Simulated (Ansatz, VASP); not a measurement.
Two plane-wave programs on CuSi

Contents of INCAR:

```
PREC = Accurate ; ENCUT = 600
EDIFF = 1E-6 ; ISMEAR = 0
SIGMA = 0.1 ; LREAL = F
LASPH = T ; NELM = 60
ALGO = Normal ; ISIF = 3
LWAVE = F ; LCHARG = F
GGA = PE ; IBRION = 2
NSW = 90 ; EDIFFG = -0.04
```

File KPOINTS:

```
Automatic mesh
0
Gamma
  4 4 8
```

The input POSCAR:

```
CuSi
1.0
    3.8209654300      0.0000000000      0.0000000000
    0.0000000000      3.8209654300      0.0000000000
    0.0000000000      0.0000000000      2.3203677700
Si Cu
1 1
Direct
    0.0000000000      0.0000000000      0.5000000000
    0.5000000000      0.5000000000      0.5000000000
```

Input for Ansatz:

```yaml
crystal:
  lattice:
    - [3.82096543, 0.0, 0.0]
    - [0.0, 3.82096543, 0.0]
    - [0.0, 0.0, 2.32036777]
  atoms:
    - { symbol: Si, position: [0.0, 0.0, 0.5] }
    - { symbol: Cu, position: [0.5, 0.5, 0.5] }
basis:
  ecutwfc: 420
kpoints:
  mp_grid: { grid: [4, 4, 8] }
hamiltonian:
  xc: pbe
scf:
  occupations: { method: gaussian, width: 0.1 }
  lower_state_search: "off"
output:
  forces: true
  stress: true
  eigenvalues: true
relax:
  adjacent_minimum: "off"
  f_tol: 0.04
  max_steps: 70
  cell: { stress_tol: 0.4 }
```

Alike in both runs: task relaxation of cell and atoms; functional PBE; k mesh 4 × 4 × 8; occupations gaussian, width 0.1 eV; no spin polarisation.

|  | VASP | Ansatz |
| --- | --- | --- |
| version | VASP 6.6.1 | Ansatz 0.2.0 |
| potentials or method | VASP PAW PBE potentials, release 64 (Si, Cu), cutoff 600 eV | scalar-relativistic, plane waves, PAW |
| valence electrons in the cell | 15 | 23 |

```csv
,VASP,Ansatz,Ansatz less VASP
"gap on the k mesh at the Fermi level, each at its own relaxed structure (eV)",none,none,-
relaxed volume (Å³/atom),15.05,15.03,-0.025
relaxed cell length with the largest relative difference (Å),3.432,3.430,-0.0023
```

A gap of «none» marks a metal or a gap that the smearing closes. VASP's potentials hold 15 valence electrons a cell and Ansatz's 23, so a difference there can come from the potentials and not from the codes.

The k mesh is coarse, so the values compare programs but aren't converged.
